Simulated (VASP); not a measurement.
# Cs2SnI6 (Fm-3m) in VASP: single point with r2SCAN

Aim: the single point of Cs2SnI6 with r2SCAN.

Everything below comes from runs of VASP 6.6.1. Logs are shortened: lines on timing, memory, paths and dates and some standing lists are left out, and cuts for length are marked.

## 1. The cell of the first run

It takes space group Fm-3m (No. 225, cubic). The conventional cell has a = 12.073 Å, b = 12.073 Å, c = 12.073 Å, α = 90.00°, β = 90.00°, γ = 90.00°. Cs (site symmetry -43m) has 12 I at 4.27 Å and 4 Sn at 5.23 Å within 5.6 Å. Sn (site symmetry m-3m) has 6 I at 2.94 Å within 3.9 Å. I (site symmetry 4mm) has 1 Sn at 2.94 Å within 3.9 Å.

## 2. Single point, r2SCAN (48.88 Å³/atom)

POSCAR reads:

```
Cs2SnI6
1.0
    0.0000000000      6.0365038192      6.0365038192
    6.0365038192      0.0000000000      6.0365038192
    6.0365038192      6.0365038192      0.0000000000
Cs Sn I
2 1 6
Direct
    0.2500000000      0.2500000000      0.2500000000
    0.7500000000      0.7500000000      0.7500000000
    0.0000000000      0.0000000000      0.0000000000
    0.2436476537      0.7563523463      0.7563523463
    0.2436476537      0.7563523463      0.2436476537
    0.7563523463      0.2436476537      0.7563523463
    0.7563523463      0.2436476537      0.2436476537
    0.7563523463      0.7563523463      0.2436476537
    0.2436476537      0.2436476537      0.7563523463
```

INCAR.step1 reads:

```
PREC = Accurate
ENCUT = 550
ISMEAR = 0
SIGMA = 0.01
LREAL = F
LASPH = T
NELM = 120
NBANDS = 47
GGA = PE
ALGO = Normal
EDIFF = 1E-5
LWAVE = T
LCHARG = F
GGA_COMPAT = F
```

INCAR.step2 reads:

```
PREC = Accurate
ENCUT = 550
EDIFF = 1E-6
ISMEAR = 0
SIGMA = 0.01
LREAL = F
LASPH = T
NELM = 120
ALGO = Normal
ISIF = 2
LWAVE = F
LCHARG = F
METAGGA = R2SCAN
LMIXTAU = T
NBANDS = 47
ISTART = 1
GGA_COMPAT = F
```

KPOINTS reads:

```
Automatic mesh
0
Gamma
  4 4 4
```

Potentials or basis: VASP PAW PBE potentials, release 64 (Cs_sv, Sn_d, I).

Run with:

```sh
> cat potpaw_PBE.64/Cs_sv/POTCAR potpaw_PBE.64/Sn_d/POTCAR potpaw_PBE.64/I/POTCAR > POTCAR
> cp INCAR.step1 INCAR
> mpirun -np 1 vasp_std > vasp.out
> cp INCAR.step2 INCAR
> mpirun -np 1 vasp_std > vasp.out
```

OUTCAR:

```text
PREC = Accurate
   ENCUT = 550
   EDIFF = 1E-6
   ISMEAR = 0
   LREAL = F
   LASPH = T
   NELM = 120
   ISIF = 2
   METAGGA = R2SCAN
   ISTART = 1

 ion  position               nearest neighbor table
   1  0.250  0.250  0.250-
   2  0.750  0.750  0.750-
   3  0.000  0.000  0.000-   4 2.94   5 2.94   6 2.94   7 2.94   8 2.94   9 2.94
   4  0.244  0.756  0.756-   3 2.94
   5  0.244  0.756  0.244-   3 2.94
   6  0.756  0.244  0.756-   3 2.94
   7  0.756  0.244  0.244-   3 2.94
   8  0.756  0.756  0.244-   3 2.94
   9  0.244  0.244  0.756-   3 2.94

  LATTYP: Found a face centered cubic cell.
 ALAT       =    12.0730076384

  Lattice vectors:

 A1 = (   0.0000000000,   6.0365038192,   6.0365038192)
 A2 = (   6.0365038192,   0.0000000000,   6.0365038192)
 A3 = (   6.0365038192,   6.0365038192,   0.0000000000)

Analysis of symmetry for initial positions (statically):
=====================================================================
 Subroutine PRICEL returns:
 Original cell was already a primitive cell.

 Routine SETGRP: Setting up the symmetry group for a
 face centered cubic supercell.

 Subroutine GETGRP returns: Found 48 space group operations
 (whereof 48 operations were pure point group operations)
 out of a pool of 48 trial point group operations.

The static configuration has the point symmetry O_h .

Analysis of symmetry for dynamics (positions and initial velocities):
=====================================================================
 Subroutine PRICEL returns:
 Original cell was already a primitive cell.

 Routine SETGRP: Setting up the symmetry group for a
 face centered cubic supercell.

 Subroutine GETGRP returns: Found 48 space group operations
 (whereof 48 operations were pure point group operations)
 out of a pool of 48 trial point group operations.

The dynamic configuration has the point symmetry O_h .

 Subroutine INISYM returns: Found 48 space group operations
 (whereof 48 operations are pure point group operations),
 and found     1 'primitive' translations

----------------------------------------------------------------------------------------

                                     Primitive cell

  volume of cell :     439.9329

  direct lattice vectors                    reciprocal lattice vectors
     0.000000000  6.036503819  6.036503819    -0.082829402  0.082829402  0.082829402
     6.036503819  0.000000000  6.036503819     0.082829402 -0.082829402  0.082829402
     6.036503819  6.036503819  0.000000000     0.082829402  0.082829402 -0.082829402

  length of vectors
     8.536905570  8.536905570  8.536905570     0.143464732  0.143464732  0.143464732

  position of ions in fractional coordinates (direct lattice)
     0.250000000  0.250000000  0.250000000
     0.750000000  0.750000000  0.750000000
     0.000000000  0.000000000  0.000000000
     0.243647654  0.756352346  0.756352346
     0.243647654  0.756352346  0.243647654
     0.756352346  0.243647654  0.756352346
     0.756352346  0.243647654  0.243647654
     0.756352346  0.756352346  0.243647654
     0.243647654  0.243647654  0.756352346

  ion indices of the primitive-cell ions
   primitive index   ion index
                 1           1
                 2           2
                 3           3
                 4           4
                 5           5
                 6           6
                 7           7
                 8           8
                 9           9

----------------------------------------------------------------------------------------

 KPOINTS: Automatic mesh

Automatic generation of k-mesh.
 Grid dimensions read from file:
 generate k-points for:    4    4    4

 Generating k-lattice:

  Cartesian coordinates                     Fractional coordinates (reciprocal lattice)
    -0.020707350  0.020707350  0.020707350     0.250000000  0.000000000  0.000000000
     0.020707350 -0.020707350  0.020707350     0.000000000  0.250000000  0.000000000
     0.020707350  0.020707350 -0.020707350     0.000000000  0.000000000  0.250000000

  Length of vectors
     0.035866183  0.035866183  0.035866183

  Shift w.r.t. Gamma in fractional coordinates (k-lattice)
     0.000000000  0.000000000  0.000000000

 Subroutine IBZKPT returns following result:
 ===========================================

 Found      8 irreducible k-points:

 Following reciprocal coordinates:
            Coordinates               Weight
  0.000000  0.000000  0.000000      1.000000
  0.250000  0.000000  0.000000      8.000000
  0.500000  0.000000  0.000000      4.000000
  0.250000  0.250000  0.000000      6.000000
  0.500000  0.250000  0.000000     24.000000
 -0.250000  0.250000  0.000000     12.000000
  0.500000  0.500000  0.000000      3.000000
 -0.250000  0.500000  0.250000      6.000000
   k-points           NKPTS =      8   k-points in BZ     NKDIM =      8   number of bands    NBANDS=     47
   number of dos      NEDOS =    301   number of ions     NIONS =      9
   total plane-waves  NPLWV = 343000
   dimension x,y,z NGX =    70 NGY =   70 NGZ =   70
   dimension x,y,z NGXF=   140 NGYF=  140 NGZF=  140
   ions per type =               2   1   6
   NGX,Y,Z   is equivalent  to a cutoff of  13.63, 13.63, 13.63 a.u.
   NGXF,Y,Z  is equivalent  to a cutoff of  27.26, 27.26, 27.26 a.u.
 SYSTEM =  unknown system
   PREC   = accura    normal or accurate (medium, high low for compatibility)
   ISTART =      1    job   : 0-new  1-cont  2-samecut
   ICHARG =      0    charge: 1-file 2-atom 10-const
   ISPIN  =      1    spin polarized calculation?
   LNONCOLLINEAR =      F non collinear calculations
   LSORBIT =      F    spin-orbit coupling
   LASPH  =      T    aspherical Exc in radial PAW
   ENCUT  =  550.0 eV  40.42 Ry    6.36 a.u.  16.32 16.32 16.32*2*pi/ulx,y,z
   NELM   =    120;   NELMIN=  2; NELMDL=  0     # of ELM steps
   EDIFF  = 0.1E-05   stopping-criterion for ELM
   LREAL  =      F    real-space projection
   EDIFFG = 0.1E-04   stopping-criterion for IOM
   NSW    =      0    number of steps for IOM
   IBRION =     -1    ionic relax: 0-MD 1-quasi-New 2-CG
   NFREE  =      0    steps in history (QN), initial steepest desc. (CG)
   ISIF   =      2    stress and relaxation
   ISYM   =      2    0-nonsym 1-usesym 2-fastsym
   POTIM  = 0.5000    time-step for ionic-motion
   TEBEG  =    0.0;   TEEND  =   0.0 temperature during run
   PSTRESS=    0.0 pullay stress
   NELECT =      74.0000    total number of electrons
   NUPDOWN=      -1.0000    fix difference up-down
   EMIN   =  10.00;   EMAX   =-10.00  energy-range for DOS
   EFERMI =   0.00;   METHOD = LEGACY
   ISMEAR =     0;   SIGMA  =   0.01  broadening in eV -4-tet -1-fermi 0-gaus
   EFERMI_NEDOS =   21; number of points for ismear=-14 and -15
   IALGO  =     38    algorithm
   IMIX   =      4    mixing-type and parameters
     AMIX     =   0.40;   BMIX     =  1.00
     AMIX_MAG =   1.60;   BMIX_MAG =  1.00
  volume/ion in A,a.u.               =      48.88       329.87
  Fermi-wavevector in a.u.,A,eV,Ry     =   0.903698  1.707741 11.111468  0.816670
  Thomas-Fermi vector in A             =   2.027055
   LORBIT       =      0    0 simple, 1 ext, 2 COOP (PROOUT), +10 PAW based schemes
   METAGGA = R2SCAN    functional components
   LHFCALC =     F    Hartree Fock is set to
   AEXX    =    0.0000 exact exchange contribution
   IVDW    =     0    specifies the selected vdW correction
   LEPSILON=     F    determine dielectric tensor
   LRPA    =     F    only Hartree local field effects (RPA)
 non-spin polarized calculation
 Gauss-broadening in eV      SIGMA  =   0.01
  energy-cutoff  :      550.00
  volume of cell :      439.93
 maximum number of plane-waves:     12939
 NGX is ok and might be reduce to    70
   NGX = 33   NGY = 33   NGZ = 33

 number of electron      74.0000001 magnetization

 Free energy of the ion-electron system (eV)
  ---------------------------------------------------
  ext. energy  EPLUGINS =         0.00000000
  ---------------------------------------------------
  free energy    TOTEN  =      -231.70735298 eV

  energy without entropy =     -231.70735298  energy(sigma->0) =     -231.70735298

 E-fermi :   0.7718     XC(G=0):  -7.8304

 val. band max:        0.7240003439   @ k =   0.0000   0.0000   0.0000
 cond. band min:       1.0928703151   @ k =   0.0000   0.0000   0.0000
 fundamental gap:      0.3688699712
 Fermi energy:         0.7717727271

 k-point     1 :       0.0000    0.0000    0.0000
  band No.  band energies     occupation
      1     -21.3163      2.00000
      2     -21.3163      2.00000
      3     -21.2641      2.00000
      4     -21.2641      2.00000
      5     -21.2641      2.00000
      6     -20.3158      2.00000
[... 39 lines left out ...]
     46       6.5509      0.00000
     47       6.5509      0.00000

 k-point     2 :       0.2500    0.0000    0.0000
  band No.  band energies     occupation
      1     -21.3163      2.00000
      2     -21.3163      2.00000
      3     -21.2641      2.00000
      4     -21.2641      2.00000
      5     -21.2641      2.00000
      6     -20.3154      2.00000
[... 39 lines left out ...]
     46       6.9000      0.00000
     47       6.9652      0.00000

 k-point     3 :       0.5000    0.0000    0.0000
  band No.  band energies     occupation
      1     -21.3164      2.00000
      2     -21.3164      2.00000
      3     -21.2641      2.00000
      4     -21.2641      2.00000
      5     -21.2641      2.00000
      6     -20.3147      2.00000
[... 39 lines left out ...]
     46       6.9756      0.00000
     47       6.9756      0.00000

 k-point     4 :       0.2500    0.2500    0.0000
  band No.  band energies     occupation
      1     -21.3164      2.00000
      2     -21.3163      2.00000
      3     -21.2641      2.00000
      4     -21.2641      2.00000
      5     -21.2641      2.00000
      6     -20.3154      2.00000
[... 39 lines left out ...]
     46       6.8004      0.00000
     47       7.1622      0.00000

 k-point     5 :       0.5000    0.2500    0.0000
  band No.  band energies     occupation
      1     -21.3163      2.00000
      2     -21.3163      2.00000
      3     -21.2641      2.00000
      4     -21.2641      2.00000
      5     -21.2641      2.00000
      6     -20.3149      2.00000
[... 39 lines left out ...]
     46       7.1949      0.00000
     47       7.4809      0.00000

 k-point     6 :      -0.2500    0.2500    0.0000
  band No.  band energies     occupation
      1     -21.3164      2.00000
      2     -21.3163      2.00000
      3     -21.2641      2.00000
      4     -21.2641      2.00000
      5     -21.2641      2.00000
      6     -20.3150      2.00000
[... 39 lines left out ...]
     46       7.2025      0.00000
     47       7.3275      0.00000

 k-point     7 :       0.5000    0.5000    0.0000
  band No.  band energies     occupation
      1     -21.3163      2.00000
      2     -21.3163      2.00000
      3     -21.2641      2.00000
      4     -21.2641      2.00000
      5     -21.2641      2.00000
      6     -20.3150      2.00000
[... 39 lines left out ...]
     46       7.3039      0.00000
     47       7.5602      0.00000

 k-point     8 :      -0.2500    0.5000    0.2500
  band No.  band energies     occupation
      1     -21.3163      2.00000
      2     -21.3163      2.00000
      3     -21.2641      2.00000
      4     -21.2641      2.00000
      5     -21.2641      2.00000
      6     -20.3146      2.00000
[... 39 lines left out ...]
     46       7.4076      0.00000
     47       7.4087      0.00000

------------------------ aborting loop because EDIFF is reached ----------------------------------------

  FORCE on cell =-STRESS in cart. coord.  units (eV):
  Direction    XX          YY          ZZ          XY          YZ          ZX
  --------------------------------------------------------------------------------------
  -------------------------------------------------------------------------------------
  Total       -2.7781604     -2.7781604     -2.7781604     -0.0000000      0.0000000     -0.0000000
  in kB      -10.1176922    -10.1176922    -10.1176922     -0.0000000      0.0000000     -0.0000000
  external PRESSURE =     -10.1176922 kB  Pullay stress =       0.0000000 kB

 VOLUME and BASIS-vectors are now :
 -----------------------------------------------------------------------------
  energy-cutoff  :      550.00
  volume of cell :      439.93
      direct lattice vectors                 reciprocal lattice vectors
     0.000000000  6.036503819  6.036503819    -0.082829402  0.082829402  0.082829402
     6.036503819  0.000000000  6.036503819     0.082829402 -0.082829402  0.082829402
     6.036503819  6.036503819  0.000000000     0.082829402  0.082829402 -0.082829402

 POSITION                                       TOTAL-FORCE (eV/Angst)
 -----------------------------------------------------------------------------------
      3.01825      3.01825      3.01825         0.000000      0.000000     -0.000000
      9.05476      9.05476      9.05476         0.000000      0.000000      0.000000
      0.00000      0.00000      0.00000         0.000000      0.000000      0.000000
      9.13145      6.03650      6.03650         0.290890      0.000000      0.000000
      6.03650      2.94156      6.03650         0.000000     -0.290890      0.000000
      6.03650      9.13145      6.03650         0.000000      0.290890      0.000000
      2.94156      6.03650      6.03650        -0.290890      0.000000      0.000000
      6.03650      6.03650      9.13145         0.000000      0.000000      0.290890
      6.03650      6.03650      2.94156         0.000000      0.000000     -0.290890
 -----------------------------------------------------------------------------------
    total drift:                               -0.000000      0.000000     -0.000000

  FREE ENERGIE OF THE ION-ELECTRON SYSTEM (eV)
  ---------------------------------------------------
  free  energy   TOTEN  =      -231.7073529809 eV

  energy  without entropy=     -231.7073529809  energy(sigma->0) =     -231.70735298
```

Run time: 23 min. Hardware: 1 thread of Intel Xeon Platinum 8259CL at 2.50GHz (Skylake/Cascade Lake), shared host; peak memory 0.86 GiB.

Results:

```
Free energy            : -231.7074 eV
Pressure               : -1.0 GPa
Largest force          : 0.291 eV/Å
Band gap on the k mesh : 0.37 eV
```

Forces on the atoms (eV/Å):
```
Cs   0.000  0.000  0.000
Cs   0.000  0.000  0.000
Sn   0.000  0.000  0.000
I    0.291  0.000  0.000
I    0.000 -0.291  0.000
I    0.000  0.291  0.000
I   -0.291  0.000  0.000
I    0.000  0.000  0.291
I    0.000  0.000 -0.291
```

Levels at points of the mesh, in eV from the valence-band top:
| k point | band 35 | band 36 | band 37 | band 38 | band 39 | band 40 |
| --- | --- | --- | --- | --- | --- | --- |
| (0.00, 0.00, 0.00) | 0.00 | 0.00 | 0.00 | 0.37 | 4.41 | 4.41 |
| (0.50, 0.00, 0.00) | -0.30 | -0.26 | -0.26 | 1.17 | 3.91 | 5.26 |
| (0.50, 0.50, 0.00) | -0.60 | -0.60 | -0.02 | 1.42 | 4.81 | 4.81 |

Caveat: semilocal functionals underestimate gaps, and a narrow one can read as zero; the PAW data sets were made with another functional, which shifts forces and pressure a little; spin-orbit coupling is left out, which moves the levels of the heavy elements. A k mesh can miss the band edges.
